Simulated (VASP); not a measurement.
# V (Im-3m) in VASP: a series of runs, part 2 of 2

VASP 6.6.1. The steps go on from the part before.

### 3 Single point, PBEsol

This run uses another cell than the first one, of 12.94 Å³/atom, 0.940 times its volume.

The input, INCAR:

```
SYSTEM = V
ALGO     = Normal         ! electronic algorithm
EDIFF    = 1E-6           ! SCF threshold, eV
ENCUT    = 520            ! plane-wave cutoff, eV
GGA      = PS             ! functional
ISIF     = 2              ! what is computed and relaxed
ISMEAR   = 1              ! smearing method
LASPH    = .TRUE.         ! aspherical terms in the spheres
LCHARG   = .TRUE.         ! write CHGCAR
LELF     = .TRUE.         ! ELF
LREAL    = .FALSE.        ! projectors in reciprocal space
LVHAR    = .TRUE.       
LWAVE    = .FALSE.        ! write WAVECAR
NBANDS   = 12             ! bands
NELM     = 60             ! most SCF steps
PREC     = Accurate       ! precision mode
SIGMA    = 0.1            ! smearing width, eV
```

The input, KPOINTS:

```
k-points
0
G
  38 38 38
  0 0 0
```

The input, POSCAR:

```
V
1.0
   -1.4791062010      1.4791062010      1.4791062010
    1.4791062010     -1.4791062010      1.4791062010
    1.4791062010      1.4791062010     -1.4791062010
V
1
Direct
    0.0000000000      0.0000000000      0.0000000000
```

Potentials or basis: VASP PAW PBE potentials, release 64 (V_sv).

On the command line:

```console
$ cat potpaw_PBE.64/V_sv/POTCAR > POTCAR
$ mpirun -np 1 vasp_std > vasp.out
```

OUTCAR:

```text
SYSTEM = V
   EDIFF = 1E-6
   ENCUT = 520
   GGA = PS
   ISIF = 2
   ISMEAR = 1
   LASPH = .TRUE.
   LREAL = .FALSE.
   NELM = 60
   PREC = Accurate

 ion  position               nearest neighbor table
   1  0.000  0.000  0.000-

  LATTYP: Found a body centered cubic cell.
 ALAT       =     2.9582124020

  Lattice vectors:

 A1 = (  -1.4791062010,   1.4791062010,   1.4791062010)
 A2 = (   1.4791062010,  -1.4791062010,   1.4791062010)
 A3 = (   1.4791062010,   1.4791062010,  -1.4791062010)
[... 529 lines left out ...]
      3     -26.7395      2.00000
      4     -26.7016      2.00000
      5       3.9797      2.00000
      6      10.2393     -0.03074
      7      10.3880     -0.00004
      8      10.9269     -0.00000
      9      12.3362      0.00000
     10      12.6169      0.00000
     11      29.9264      0.00000
     12      30.6812      0.00000

 [... further k-points ...]
[... 5 lines left out ...]
  --------------------------------------------------------------------------------------
  -------------------------------------------------------------------------------------
  Total        0.0143586      0.0143586      0.0143586      0.0000000      0.0000000      0.0000000
  in kB        1.7773210      1.7773210      1.7773210      0.0000000      0.0000000      0.0000000
  external PRESSURE =       1.7773210 kB  Pullay stress =       0.0000000 kB

 VOLUME and BASIS-vectors are now :
 -----------------------------------------------------------------------------
  energy-cutoff  :      520.00
  volume of cell :       12.94
      direct lattice vectors                 reciprocal lattice vectors
    -1.479106201  1.479106201  1.479106201     0.000000000  0.338041988  0.338041988
     1.479106201 -1.479106201  1.479106201     0.338041988  0.000000000  0.338041988
     1.479106201  1.479106201 -1.479106201     0.338041988  0.338041988  0.000000000

 POSITION                                       TOTAL-FORCE (eV/Angst)
 -----------------------------------------------------------------------------------
      0.00000      0.00000      0.00000        -0.000000     -0.000000      0.000000
 -----------------------------------------------------------------------------------
    total drift:                                0.000000      0.000000      0.000000

  FREE ENERGIE OF THE ION-ELECTRON SYSTEM (eV)
  ---------------------------------------------------
  free  energy   TOTEN  =        -9.6344889197 eV

  energy  without entropy=       -9.6346474986  energy(sigma->0) =       -9.63454178
```

OSZICAR:

```text
N       E                     dE             d eps       ncg     rms          rms(c)
DAV:   1     0.899648610307E+02    0.89965E+02   -0.69987E+03 34652   0.119E+03
DAV:   2    -0.984924004830E+01   -0.99814E+02   -0.96872E+02 35256   0.331E+02
DAV:   3    -0.111285719900E+02   -0.12793E+01   -0.12752E+01 38088   0.437E+01
DAV:   4    -0.111348712649E+02   -0.62993E-02   -0.62992E-02 37248   0.326E+00
DAV:   5    -0.111349452994E+02   -0.74034E-04   -0.74034E-04 37860   0.333E-01    0.205E+01
DAV:   6    -0.966604299963E+01    0.14689E+01   -0.32485E+00 36012   0.302E+01    0.203E+00
DAV:   7    -0.964395928684E+01    0.22084E-01   -0.30226E-02 36548   0.207E+00    0.111E+00
DAV:   8    -0.963443562414E+01    0.95237E-02   -0.49225E-03 36868   0.107E+00    0.677E-02
DAV:   9    -0.963448242036E+01   -0.46796E-04   -0.12892E-04 35768   0.168E-01    0.449E-02
DAV:  10    -0.963448875536E+01   -0.63350E-05   -0.55483E-06 37088   0.339E-02    0.387E-03
DAV:  11    -0.963448891974E+01   -0.16437E-06   -0.58783E-07 18992   0.131E-02
   1 F= -.96344889E+01 E0= -.96345418E+01  d E =0.158579E-03
```

stdout:

```text
POSCAR found type information on POSCAR V
 POSCAR found :  1 types and       1 ions
 scaLAPACK will be used
 -----------------------------------------------------------------------------
|                                                                             |
|                                                                             |
|     You enforced a specific xc type in the INCAR file but a different       |
|     I HOPE YOU KNOW WHAT YOU ARE DOING!                                     |
|                                                                             |
 -----------------------------------------------------------------------------

 LDA part: xc-table for (Slater+PW92), standard interpolation
 POSCAR, INCAR and KPOINTS ok, starting setup
 FFT: planning ... GRIDC
 FFT: planning ... GRID_SOFT
 FFT: planning ... GRID
 WAVECAR not read
 entering main loop
```

Run time: 2.2 min. Hardware: 1 thread of Intel Xeon Platinum 8259CL at 2.50GHz (Skylake/Cascade Lake), shared host; peak memory 0.32 GiB.

Results:

```
Free energy : -9.6345 eV
Pressure    : 0.2 GPa
```

Levels at points of the mesh, in eV from the Fermi level:
```
           k point  band 4  band 5  band 6  band 7  band 8  band 9  band 10  band 11
(0.00, 0.00, 0.00)  -36.76   -6.68    0.42    0.42    0.42    2.53     2.53    20.80
(0.50, 0.00, 0.00)  -36.77   -3.32   -1.21    1.80    2.54    2.92     4.36    10.69
(0.50, 0.50, 0.50)  -37.46   -3.19   -3.19    3.94    3.94    3.94    10.56    10.56
```

Caveat: the PAW data sets were made with another functional, which shifts forces and pressure a little.
